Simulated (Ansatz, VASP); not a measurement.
# Two plane-wave programs on Ti2HC

Contents of INCAR:

```
  PREC = Accurate
  ENCUT = 520
  EDIFF = 1E-6
  ISMEAR = 0
  SIGMA = 0.1
  LREAL = F
  LASPH = T
  NELM = 100
  ALGO = Normal
  ISIF = 2
  LWAVE = F
  LCHARG = F
  GGA = PS
  NBANDS = 22
```

The input KPOINTS:

```
Automatic mesh
0
Gamma
  15 15 15
```

The input POSCAR:

```
Ti2HC
1.0
    1.5481094360      0.8938013996      5.0820456907
   -1.5481094360      0.8938013996      5.0820456907
    0.0000000000     -1.7876027993      5.0820456907
Ti H C
2 1 1
Direct
    0.7619528982      0.7619528982      0.7619528982
    0.2380471018      0.2380471018      0.2380471018
    0.0000000000      0.0000000000      0.0000000000
    0.5000000000      0.5000000000      0.5000000000
```

Input for Ansatz:

```yaml
crystal:
  lattice:
    - [1.548109436, 0.8938013996, 5.0820456907]
    - [-1.548109436, 0.8938013996, 5.0820456907]
    - [0.0, -1.7876027993, 5.0820456907]
  atoms:
    - { symbol: Ti, position: [0.7619528982, 0.7619528982, 0.7619528982] }
    - { symbol: Ti, position: [0.2380471018, 0.2380471018, 0.2380471018] }
    - { symbol: H, position: [0.0, 0.0, 0.0] }
    - { symbol: C, position: [0.5, 0.5, 0.5] }
basis:
  ecutwfc: 420
kpoints:
  mp_grid: { grid: [15, 15, 15] }
hamiltonian:
  xc: pbesol
scf:
  occupations: { method: gaussian, width: 0.1 }
output:
  forces: true
  stress: true
  eigenvalues: true
  populations: true
```

Alike in both runs: task single point; functional PBEsol; k mesh 15 × 15 × 15; occupations gaussian, width 0.1 eV; no spin polarisation.

|  | VASP | Ansatz |
| --- | --- | --- |
| version | VASP 6.6.1 | Ansatz 0.2.0 |
| potentials or method | VASP PAW PBE potentials, release 64 (Ti_sv, H, C), cutoff 520 eV | scalar-relativistic, plane waves, PAW |
| valence electrons in the cell | 29 | 29 |

```tsv
	VASP	Ansatz	Ansatz less VASP
gap on the k mesh at the Fermi level (eV)	none	none	-
pressure (GPa)	-6.9	-7.0	-0.16
traceless stress, the component that is largest in VASP (GPa)	-4.68	-4.65	+0.023
rms of the force components (eV/Å)	0.363	0.354	-0.0089
```

VASP's potentials were made for PBE, not for PBEsol. Atom by atom the forces differ by 0.009 eV/Å (rms over components). A gap of «none» marks a metal or a gap that the smearing closes. The functional is the same, so the differences come from potentials, cutoffs and numerics.
